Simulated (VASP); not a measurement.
# AlNi3 (Pm-3m) in VASP: a series of runs

AlNi3 is run at these levels: LDA; tasks: single point.

All numbers are computed with VASP 6.6.1; they aren't measurements. Logs are shortened: lines on timing, memory, paths and dates and some standing lists are left out, and cuts for length are marked.

### 1 The cell of the first run

Symmetry: Pm-3m, No. 221, cubic system. The conventional cell has a = 3.499 Å, b = 3.499 Å, c = 3.499 Å, α = 90.00°, β = 90.00°, γ = 90.00°. Ni (site symmetry 4/mmm) has 8 Ni at 2.47 Å and 4 Al at 2.47 Å within 3.3 Å. Al (site symmetry m-3m) has 12 Ni at 2.47 Å within 3.3 Å.

### 2 Single point, LDA, collinear spin, ferromagnetic start (volume scaled by 0.98)

INCAR reads:

```
SYSTEM = AlNi3
  PREC = Accurate
  ENCUT = 520
  EDIFF = 1E-7
  ISMEAR = -1
  SIGMA = 0.05
  LREAL = .FALSE.
  LASPH = .TRUE.
  NELM = 150
  ALGO = Normal
  ISIF = 2
  LWAVE = .FALSE.
  LCHARG = .FALSE.
  ISPIN = 2
  MAGMOM = 1 1 1 0
  LORBIT = 11
  LMAXMIX = 4
  NBANDS = 28
```

KPOINTS reads:

```
Automatic mesh
0
G
  8 8 8
  0 0 0
```

POSCAR reads:

```
AlNi3
1.0
    3.4994093517      0.0000000000      0.0000000000
    0.0000000000      3.4994093517      0.0000000000
    0.0000000000      0.0000000000      3.4994093517
Ni Al
3 1
Direct
    0.5000000000      0.5000000000      0.0000000000
    0.5000000000      0.0000000000      0.5000000000
    0.0000000000      0.5000000000      0.5000000000
    0.0000000000      0.0000000000      0.0000000000
```

Potentials or basis: VASP PAW LDA potentials, release 64 (Ni, Al).

Run with:

```sh
> cat potpaw_LDA.64/Ni/POTCAR potpaw_LDA.64/Al/POTCAR > POTCAR
> mpirun -np 1 vasp_std > vasp.out
```

OUTCAR:

```text
SYSTEM = AlNi3
   PREC = Accurate
   ENCUT = 520
   EDIFF = 1E-7
   ISMEAR = -1
   LREAL = .FALSE.
   LASPH = .TRUE.
   NELM = 150
   ISIF = 2
   ISPIN = 2
   LORBIT = 11

 ion  position               nearest neighbor table
   1  0.500  0.500  0.000-   2 2.47   3 2.47   4 2.47   2 2.47   3 2.47   2 2.47   4 2.47   2 2.47
                             3 2.47   4 2.47   3 2.47   4 2.47
   2  0.500  0.000  0.500-   1 2.47   3 2.47   4 2.47   1 2.47   4 2.47   1 2.47   3 2.47   1 2.47
                             3 2.47   4 2.47   4 2.47   3 2.47
   3  0.000  0.500  0.500-   1 2.47   2 2.47   4 2.47   1 2.47   4 2.47   2 2.47   4 2.47   4 2.47
                             1 2.47   2 2.47   1 2.47   2 2.47
   4  0.000  0.000  0.000-   1 2.47   2 2.47   3 2.47   2 2.47   3 2.47   1 2.47   3 2.47   3 2.47
                             1 2.47   2 2.47   2 2.47   1 2.47

  LATTYP: Found a simple cubic cell.
 ALAT       =     3.4994093517

  Lattice vectors:

 A1 = (   3.4994093517,   0.0000000000,   0.0000000000)
 A2 = (   0.0000000000,   3.4994093517,   0.0000000000)
 A3 = (   0.0000000000,   0.0000000000,   3.4994093517)

Analysis of symmetry for initial positions (statically):
=====================================================================
 Subroutine PRICEL returns:
 Original cell was already a primitive cell.

 Routine SETGRP: Setting up the symmetry group for a
 simple cubic supercell.

 Subroutine GETGRP returns: Found 48 space group operations
 (whereof 48 operations were pure point group operations)
 out of a pool of 48 trial point group operations.

The static configuration has the point symmetry O_h .

Analysis of symmetry for dynamics (positions and initial velocities):
=====================================================================
 Subroutine PRICEL returns:
 Original cell was already a primitive cell.

 Routine SETGRP: Setting up the symmetry group for a
 simple cubic supercell.

 Subroutine GETGRP returns: Found 48 space group operations
 (whereof 48 operations were pure point group operations)
 out of a pool of 48 trial point group operations.

The dynamic configuration has the point symmetry O_h .

Analysis of structural, dynamic, and magnetic symmetry:
=====================================================================
 Subroutine PRICEL returns:
 Original cell was already a primitive cell.

 Routine SETGRP: Setting up the symmetry group for a
 simple cubic supercell.

 Subroutine GETGRP returns: Found 48 space group operations
 (whereof 48 operations were pure point group operations)
 out of a pool of 48 trial point group operations.

The overall configuration has the point symmetry O_h .

 Subroutine INISYM returns: Found 48 space group operations
 (whereof 48 operations are pure point group operations),
 and found     1 'primitive' translations

----------------------------------------------------------------------------------------

                                     Primitive cell

  volume of cell :      42.8533

  direct lattice vectors                    reciprocal lattice vectors
     3.499409352  0.000000000  0.000000000     0.285762510  0.000000000  0.000000000
     0.000000000  3.499409352  0.000000000     0.000000000  0.285762510  0.000000000
     0.000000000  0.000000000  3.499409352     0.000000000  0.000000000  0.285762510

  length of vectors
     3.499409352  3.499409352  3.499409352     0.285762510  0.285762510  0.285762510

  position of ions in fractional coordinates (direct lattice)
     0.500000000  0.500000000  0.000000000
     0.500000000  0.000000000  0.500000000
     0.000000000  0.500000000  0.500000000
     0.000000000  0.000000000  0.000000000

  ion indices of the primitive-cell ions
   primitive index   ion index
                 1           1
                 2           2
                 3           3
                 4           4

----------------------------------------------------------------------------------------

 KPOINTS: Automatic mesh

Automatic generation of k-mesh.
 Grid dimensions read from file:
 generate k-points for:    8    8    8

 Generating k-lattice:

  Cartesian coordinates                     Fractional coordinates (reciprocal lattice)
     0.035720314  0.000000000  0.000000000     0.125000000  0.000000000  0.000000000
     0.000000000  0.035720314  0.000000000     0.000000000  0.125000000  0.000000000
     0.000000000  0.000000000  0.035720314     0.000000000  0.000000000  0.125000000

  Length of vectors
     0.035720314  0.035720314  0.035720314

  Shift w.r.t. Gamma in fractional coordinates (k-lattice)
     0.000000000  0.000000000  0.000000000

 Subroutine IBZKPT returns following result:
 ===========================================

 Found     35 irreducible k-points:

 Following reciprocal coordinates:
            Coordinates               Weight
  0.000000  0.000000  0.000000      1.000000
  0.125000  0.000000  0.000000      6.000000
  0.250000  0.000000  0.000000      6.000000
  0.375000  0.000000  0.000000      6.000000
  0.500000  0.000000  0.000000      3.000000
  0.125000  0.125000  0.000000     12.000000
[... 16 lines left out ...]
  0.375000  0.375000  0.125000     24.000000
  0.500000  0.375000  0.125000     24.000000
 [... further k-points ...]
   k-points           NKPTS =     35   k-points in BZ     NKDIM =     35   number of bands    NBANDS=     28
   number of dos      NEDOS =    301   number of ions     NIONS =      4
   total plane-waves  NPLWV =  21952
   dimension x,y,z NGX =    28 NGY =   28 NGZ =   28
   dimension x,y,z NGXF=    56 NGYF=   56 NGZF=   56
   ions per type =               3   1
   NGX,Y,Z   is equivalent  to a cutoff of  13.30, 13.30, 13.30 a.u.
   NGXF,Y,Z  is equivalent  to a cutoff of  26.60, 26.60, 26.60 a.u.
 SYSTEM =  AlNi3
   PREC   = accura    normal or accurate (medium, high low for compatibility)
   ISTART =      0    job   : 0-new  1-cont  2-samecut
   ICHARG =      2    charge: 1-file 2-atom 10-const
   ISPIN  =      2    spin polarized calculation?
   LNONCOLLINEAR =      F non collinear calculations
   LSORBIT =      F    spin-orbit coupling
   LASPH  =      T    aspherical Exc in radial PAW
   ENCUT  =  520.0 eV  38.22 Ry    6.18 a.u.   6.51  6.51  6.51*2*pi/ulx,y,z
   NELM   =    150;   NELMIN=  2; NELMDL= -5     # of ELM steps
   EDIFF  = 0.1E-06   stopping-criterion for ELM
   LREAL  =      F    real-space projection
   EDIFFG = 0.1E-05   stopping-criterion for IOM
   NSW    =      0    number of steps for IOM
   IBRION =     -1    ionic relax: 0-MD 1-quasi-New 2-CG
   NFREE  =      0    steps in history (QN), initial steepest desc. (CG)
   ISIF   =      2    stress and relaxation
   ISYM   =      2    0-nonsym 1-usesym 2-fastsym
   POTIM  = 0.5000    time-step for ionic-motion
   TEBEG  =    0.0;   TEEND  =   0.0 temperature during run
   PSTRESS=    0.0 pullay stress
   NELECT =      33.0000    total number of electrons
   NUPDOWN=      -1.0000    fix difference up-down
   EMIN   =  10.00;   EMAX   =-10.00  energy-range for DOS
   EFERMI =   0.00;   METHOD = LEGACY
   ISMEAR =    -1;   SIGMA  =   0.05  broadening in eV -4-tet -1-fermi 0-gaus
   EFERMI_NEDOS =   21; number of points for ismear=-14 and -15
   IALGO  =     38    algorithm
   IMIX   =      4    mixing-type and parameters
     AMIX     =   0.40;   BMIX     =  1.00
     AMIX_MAG =   1.60;   BMIX_MAG =  1.00
  volume/ion in A,a.u.               =      10.71        72.30
  Fermi-wavevector in a.u.,A,eV,Ry     =   1.500553  2.835634 30.635693  2.251660
  Thomas-Fermi vector in A             =   2.612039
   LORBIT       =     11    0 simple, 1 ext, 2 COOP (PROOUT), +10 PAW based schemes
   GGA     = CA    functional components
   LHFCALC =     F    Hartree Fock is set to
   AEXX    =    0.0000 exact exchange contribution
   IVDW    =     0    specifies the selected vdW correction
   LEPSILON=     F    determine dielectric tensor
   LRPA    =     F    only Hartree local field effects (RPA)
 spin polarized calculation
  energy-cutoff  :      520.00
  volume of cell :       42.85
 maximum number of plane-waves:      1189
 NGX is ok and might be reduce to    28
   NGX = 13   NGY = 13   NGZ = 13

 number of electron      32.9999977 magnetization       0.3271537

 Free energy of the ion-electron system (eV)
  ---------------------------------------------------
  ext. energy  EPLUGINS =         0.00000000
  ---------------------------------------------------
  free energy    TOTEN  =       -25.83724951 eV

  energy without entropy =      -25.79808746  energy(sigma->0) =      -25.81766848

 E-fermi :   9.8929     XC(G=0): -13.2674

 val. band max:        9.8765551255   @ k =   0.3750   0.2500   0.2500
 cond. band min:       9.8977885079   @ k =   0.5000   0.3750   0.3750
 fundamental gap:      0.0212333824
 Fermi energy:         9.8928835640

 spin component 1

 k-point     1 :       0.0000    0.0000    0.0000
  band No.  band energies     occupation
      1      -0.3494      1.00000
      2       5.3530      1.00000
      3       6.0731      1.00000
      4       6.0731      1.00000
      5       6.4669      1.00000
      6       6.4669      1.00000
[... 20 lines left out ...]
     27      24.2851      0.00000
[... 691 lines left out ...]
      6       7.1524      1.00000
[... 20 lines left out ...]
     27      25.1379      0.00000
     28      25.4577      0.00000

 [... further k-points ...]

 spin component 2

 k-point     1 :       0.0000    0.0000    0.0000
  band No.  band energies     occupation
      1      -0.3487      1.00000
      2       5.4046      1.00000
      3       6.1395      1.00000
      4       6.1395      1.00000
      5       6.5739      1.00000
      6       6.5739      1.00000
[... 20 lines left out ...]
     27      24.2960      0.00000
[... 691 lines left out ...]
      6       7.2454      1.00000
[... 20 lines left out ...]
     27      25.1379      0.00000
     28      25.4808      0.00000

 [... further k-points ...]
[... 5 lines left out ...]
  --------------------------------------------------------------------------------------
  -------------------------------------------------------------------------------------
  Total       -0.8662198     -0.8662198     -0.8662198     -0.0000000     -0.0000000      0.0000000
  in kB      -32.3857875    -32.3857875    -32.3857875     -0.0000000     -0.0000000      0.0000000
  external PRESSURE =     -32.3857875 kB  Pullay stress =       0.0000000 kB

 VOLUME and BASIS-vectors are now :
 -----------------------------------------------------------------------------
  energy-cutoff  :      520.00
  volume of cell :       42.85
      direct lattice vectors                 reciprocal lattice vectors
     3.499409352  0.000000000  0.000000000     0.285762510  0.000000000  0.000000000
     0.000000000  3.499409352  0.000000000     0.000000000  0.285762510  0.000000000
     0.000000000  0.000000000  3.499409352     0.000000000  0.000000000  0.285762510

 POSITION                                       TOTAL-FORCE (eV/Angst)
 -----------------------------------------------------------------------------------
      1.74970      1.74970      0.00000         0.000000      0.000000      0.000000
      1.74970      0.00000      1.74970         0.000000      0.000000      0.000000
      0.00000      1.74970      1.74970         0.000000      0.000000      0.000000
      0.00000      0.00000      0.00000         0.000000      0.000000      0.000000
 -----------------------------------------------------------------------------------
    total drift:                                0.000000      0.000000      0.000000

  FREE ENERGIE OF THE ION-ELECTRON SYSTEM (eV)
  ---------------------------------------------------
  free  energy   TOTEN  =       -25.8372495057 eV

  energy  without entropy=      -25.7980874596  energy(sigma->0) =      -25.81766848

 total charge

# of ion       s       p       d       tot
------------------------------------------
    1        0.519   0.561   8.425   9.505
    2        0.519   0.561   8.425   9.505
    3        0.519   0.561   8.425   9.505
    4        0.418   0.416   0.000   0.834
--------------------------------------------------
tot          1.975   2.099  25.275  29.349

 magnetization (x)

# of ion       s       p       d       tot
------------------------------------------
    1       -0.001  -0.002   0.116   0.113
    2       -0.001  -0.002   0.116   0.113
    3       -0.001  -0.002   0.116   0.113
    4       -0.000  -0.003   0.000  -0.003
--------------------------------------------------
tot         -0.003  -0.010   0.349   0.336
```

It took 87 s on 1 thread of Intel Xeon Platinum 8259CL at 2.50GHz (Skylake/Cascade Lake), shared host; peak memory 0.18 GiB.

What came out:

```yaml
Free_energy: -25.8372 eV
Pressure: -3.2 GPa
Net_moment: 0.33 μB per cell
Site_moments: Ni +0.11; Al -0.00 μB
Valence_electrons_inside_the_program's_atomic_spheres: Ni 9.51; Al 0.83
```

### 3 Single point, LDA, collinear spin, ferromagnetic start (volume scaled by 1.02)

INCAR reads:

```
SYSTEM = AlNi3
PREC = Accurate ; ENCUT = 520
EDIFF = 1E-6 ; ISMEAR = -1
SIGMA = 0.05 ; LREAL = .FALSE.
LASPH = .TRUE. ; NELM = 150
ALGO = Normal ; ISIF = 2
LWAVE = .FALSE. ; LCHARG = .FALSE.
ISPIN = 2 ; MAGMOM = 1 1 1 0
LORBIT = 11 ; LMAXMIX = 4
NBANDS = 28
```

KPOINTS reads:

```
regular mesh
0
G
  8 8 8
  0 0 0
```

POSCAR reads:

```
AlNi3
1.0
    3.5463868949      0.0000000000      0.0000000000
    0.0000000000      3.5463868949      0.0000000000
    0.0000000000      0.0000000000      3.5463868949
Ni Al
3 1
Direct
    0.5000000000      0.5000000000      0.0000000000
    0.5000000000      0.0000000000      0.5000000000
    0.0000000000      0.5000000000      0.5000000000
    0.0000000000      0.0000000000      0.0000000000
```

Potentials or basis: VASP PAW LDA potentials, release 64 (Ni, Al).

Run with:

```sh
> cat potpaw_LDA.64/Ni/POTCAR potpaw_LDA.64/Al/POTCAR > POTCAR
> mpirun -np 1 vasp_std > vasp.out
```

OUTCAR:

```text
SYSTEM = AlNi3
   PREC = Accurate
   ENCUT = 520
   EDIFF = 1E-6
   ISMEAR = -1
   LREAL = .FALSE.
   LASPH = .TRUE.
   NELM = 150
   ISIF = 2
   ISPIN = 2
   LORBIT = 11

 ion  position               nearest neighbor table
   1  0.500  0.500  0.000-   2 2.51   3 2.51   4 2.51   2 2.51   3 2.51   2 2.51   4 2.51   2 2.51
                             3 2.51   4 2.51   3 2.51   4 2.51
   2  0.500  0.000  0.500-   1 2.51   3 2.51   4 2.51   1 2.51   4 2.51   1 2.51   3 2.51   1 2.51
                             3 2.51   4 2.51   4 2.51   3 2.51
   3  0.000  0.500  0.500-   1 2.51   2 2.51   4 2.51   1 2.51   4 2.51   2 2.51   4 2.51   4 2.51
                             1 2.51   2 2.51   1 2.51   2 2.51
   4  0.000  0.000  0.000-   1 2.51   2 2.51   3 2.51   2 2.51   3 2.51   1 2.51   3 2.51   3 2.51
                             1 2.51   2 2.51   2 2.51   1 2.51

  LATTYP: Found a simple cubic cell.
[... 1721 lines left out ...]

 POSITION                                       TOTAL-FORCE (eV/Angst)
 -----------------------------------------------------------------------------------
      1.77319      1.77319      0.00000         0.000000      0.000000      0.000000
      1.77319      0.00000      1.77319         0.000000      0.000000      0.000000
      0.00000      1.77319      1.77319         0.000000      0.000000      0.000000
      0.00000      0.00000      0.00000         0.000000      0.000000      0.000000
 -----------------------------------------------------------------------------------
    total drift:                                0.000000      0.000000      0.000000

  FREE ENERGIE OF THE ION-ELECTRON SYSTEM (eV)
  ---------------------------------------------------
  free  energy   TOTEN  =       -25.7598718241 eV

  energy  without entropy=      -25.7210143988  energy(sigma->0) =      -25.74044311

 total charge

# of ion       s       p       d       tot
------------------------------------------
    1        0.501   0.523   8.405   9.430
    2        0.501   0.523   8.405   9.430
    3        0.501   0.523   8.405   9.430
    4        0.413   0.399   0.000   0.812
--------------------------------------------------
tot          1.917   1.969  25.216  29.101

 magnetization (x)

# of ion       s       p       d       tot
------------------------------------------
    1       -0.001  -0.003   0.149   0.145
    2       -0.001  -0.003   0.149   0.145
    3       -0.001  -0.003   0.149   0.145
    4       -0.000  -0.004   0.000  -0.004
--------------------------------------------------
tot         -0.004  -0.013   0.447   0.431
```

stdout:

```text
POSCAR found type information on POSCAR NiAl
 POSCAR found :  2 types and       4 ions
 scaLAPACK will be used
 LDA part: xc-table for (Slater(with rela. corr.)+CA(PZ))
 , standard interpolation
 POSCAR, INCAR and KPOINTS ok, starting setup
 FFT: planning ... GRIDC
 FFT: planning ... GRID_SOFT
 FFT: planning ... GRID
 WAVECAR not read
 entering main loop
```

It took 90 s on 1 thread of Intel Xeon Platinum 8259CL at 2.50GHz (Skylake/Cascade Lake), shared host; peak memory 0.19 GiB.

What came out:

```
Free energy                                           : -25.7599 eV
Pressure                                              : -10.7 GPa
Net moment                                            : 0.42 μB per cell
Site moments                                          : Ni +0.14; Al -0.00 μB
Valence electrons inside the program's atomic spheres : Ni 9.43; Al 0.81
```

(Part 1 of 2 ends here.)
